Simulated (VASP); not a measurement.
Si8HO16 (a cell with a defect): relaxation of the atoms with PBE

Si8HO16 (a cell with a defect):

```
CELL_PARAMETERS angstrom
-4.12460 -4.12460 0.00000
4.12460 -4.12460 0.00000
0.00000 0.00000 5.29480
ATOMIC_POSITIONS crystal
Si 0.50000 0.50000 0.00000
Si 0.00000 0.50000 0.25000
Si 0.50000 0.50000 0.50000
Si 0.00000 0.50000 0.75000
Si 0.00000 0.00000 0.00000
Si 0.50000 0.00000 0.25000
Si 0.00000 0.00000 0.50000
Si 0.50000 0.00000 0.75000
O 0.19430 0.50000 0.00000
O 0.00000 0.19430 0.25000
O 0.80570 0.50000 0.00000
O 0.00000 0.80570 0.25000
O 0.19430 0.50000 0.50000
O 0.00000 0.19430 0.75000
O 0.80570 0.50000 0.50000
O 0.00000 0.80570 0.75000
O 0.69430 0.00000 0.00000
O 0.50000 0.69430 0.25000
O 0.30570 0.00000 0.00000
O 0.50000 0.30570 0.25000
O 0.69430 0.00000 0.50000
O 0.50000 0.69430 0.75000
O 0.30570 0.00000 0.50000
O 0.50000 0.30570 0.75000
H 0.24899 0.25302 0.62725
```

```json
{"Program": "VASP 6.6.1", "Task": "relaxation of the atoms", "Functional": "PBE", "Potentials or basis": "VASP PAW PBE potentials, release 64 (Si, O, H)", "Cutoff": "520 eV", "k mesh": "2 × 2 × 2", "Occupations": "gaussian, width 0.05 eV", "Spin": "no spin polarisation", "Dipole correction": "no", "Charge": "1", "Further INCAR settings": "LREAL = Auto; ALGO = Normal; EDIFF = 1e-06; IBRION = 2; EDIFFG = -0.03; NSW = 80; NELECT = 128.0"}
```

```yaml
Energy_gained_by_relaxing: 62.2 meV/atom
Ionic_steps: 61
Largest_force_after_relaxing: 0.025 eV/Å
```

Forces on the atoms (eV/Å):
```
Si   0.015 -0.006 -0.015
Si   0.000  0.005 -0.004
Si   0.007  0.009  0.013
Si  -0.008 -0.007  0.005
Si  -0.012 -0.005 -0.015
Si  -0.010 -0.009 -0.001
Si   0.009 -0.014  0.018
Si   0.001  0.009  0.008
O   -0.004 -0.007  0.002
O    0.012  0.005  0.003
O    0.015  0.002  0.001
O   -0.005  0.024 -0.002
O   -0.008 -0.009 -0.012
O    0.009  0.012 -0.004
O    0.007  0.003  0.010
O    0.008 -0.021 -0.002
O   -0.012  0.007  0.009
O   -0.007 -0.010 -0.001
O   -0.003 -0.002  0.013
O   -0.007 -0.006  0.007
O   -0.003 -0.005  0.004
O    0.002  0.019 -0.009
O    0.009  0.003 -0.014
O    0.002  0.017  0.001
H   -0.016 -0.012 -0.015
```

Step by step:
| step | energy change (eV) | largest force (eV/Å) | pressure (GPa) |
| --- | --- | --- | --- |
| 1 | 0.0000 | 2.8102 | 12.66 |
| 3 | -0.5070 | 0.9074 | 12.04 |
| 5 | -0.6544 | 0.2813 | 11.46 |
| 7 | -0.6779 | 0.1680 | 11.89 |
| 9 | -0.6837 | 0.1702 | 11.92 |
| 11 | -0.6916 | 0.2467 | 11.80 |
| 13 | -0.7081 | 0.3630 | 11.87 |
| 15 | -0.7186 | 0.4545 | 12.03 |
| 17 | -0.7265 | 0.4141 | 12.07 |
| 19 | -0.7271 | 0.4143 | 12.09 |
| 21 | -0.7459 | 0.4503 | 12.02 |
| 23 | -0.7505 | 0.7061 | 11.82 |
| 25 | -0.7734 | 0.5830 | 11.87 |
| 27 | -0.8344 | 0.9207 | 11.78 |
| 29 | -0.8665 | 1.3200 | 11.74 |
| 31 | -0.9227 | 1.4983 | 11.76 |
| 33 | -1.0225 | 1.5827 | 11.80 |
| 35 | -1.1229 | 1.7803 | 12.33 |
| 37 | -1.2353 | 1.2084 | 12.03 |
| 39 | -1.3446 | 0.6610 | 12.19 |
| 41 | -1.4417 | 0.4701 | 11.90 |
| 43 | -1.4762 | 0.3637 | 11.96 |
| 45 | -1.5053 | 0.3721 | 12.07 |
| 47 | -1.5216 | 0.2266 | 12.20 |
| 49 | -1.5353 | 0.1755 | 12.25 |
| 51 | -1.5425 | 0.1517 | 12.44 |
| 53 | -1.5469 | 0.1421 | 12.58 |
| 55 | -1.5513 | 0.0899 | 12.68 |
| 57 | -1.5527 | 0.0601 | 12.70 |
| 59 | -1.5537 | 0.0546 | 12.75 |
| 61 | -1.5540 | 0.0249 | 12.79 |

Final structure:
```
CELL_PARAMETERS angstrom
-4.12460 -4.12460 0.00000
4.12460 -4.12460 0.00000
0.00000 0.00000 5.29480
ATOMIC_POSITIONS crystal
Si 0.49869 0.50202 0.99727
Si 0.99924 0.49548 0.24509
Si 0.49867 0.50223 0.49288
Si 0.99336 0.52183 0.74506
Si 0.00265 0.99406 0.00345
Si 0.50352 0.00280 0.24498
Si 0.00285 0.99388 0.48673
Si 0.50786 0.99203 0.74495
O 0.19334 0.51063 0.99406
O 0.00996 0.19369 0.24512
O 0.80320 0.49045 0.99216
O 0.99259 0.79973 0.24502
O 0.19330 0.51073 0.49617
O 0.03458 0.20300 0.74515
O 0.80316 0.49066 0.49792
O 0.99368 0.81345 0.74515
O 0.70211 0.01192 0.99231
O 0.50958 0.69865 0.24501
O 0.30716 0.99116 0.99507
O 0.49273 0.30570 0.24507
O 0.70218 0.01162 0.49762
O 0.50898 0.69388 0.74517
O 0.30725 0.99100 0.49496
O 0.47920 0.30116 0.74498
H 0.20916 0.23125 0.74590
```

Levels at points of the mesh, in eV from the Fermi level:
```tsv
k point	band 60	band 61	band 62	band 63	band 64	band 65	band 66	band 67	band 68	band 69
(0.00, 0.00, 0.00)	-1.80	-1.63	-1.13	-0.94	-0.27	5.96	6.67	7.29	7.32	7.72
(0.50, 0.00, 0.00)	-1.87	-1.68	-1.48	-1.16	-0.94	6.98	7.12	7.64	7.93	8.05
(0.00, 0.50, 0.00)	-2.05	-1.72	-1.61	-1.12	-0.87	6.84	7.17	7.64	7.83	7.95
(0.50, 0.50, 0.00)	-1.74	-1.46	-1.32	-1.07	-1.00	7.73	7.84	8.13	8.17	8.48
(0.00, 0.00, 0.50)	-1.62	-1.60	-1.55	-1.21	-0.90	7.61	7.69	8.24	8.34	8.40
(0.50, 0.00, 0.50)	-1.67	-1.49	-1.13	-1.08	-0.94	8.06	8.17	8.21	8.26	9.00
(0.00, 0.50, 0.50)	-1.73	-1.49	-1.07	-1.03	-0.93	7.77	7.99	8.24	8.30	8.77
(0.50, 0.50, 0.50)	-1.60	-1.55	-1.47	-1.40	-1.36	8.79	8.94	9.04	9.33	9.39
```

Run time: 63 min on 1 thread of Intel(R) Xeon(R) Platinum 8488C (Sapphire Rapids), with other jobs on the host, peak memory 0.33 GiB.

Caveat: the k points lie up to 0.59 Å⁻¹ apart; the cell carries a net charge on a neutralising background, which shifts energy and pressure; the cell is charged against a uniform background, so pressure and absolute levels hang on convention.
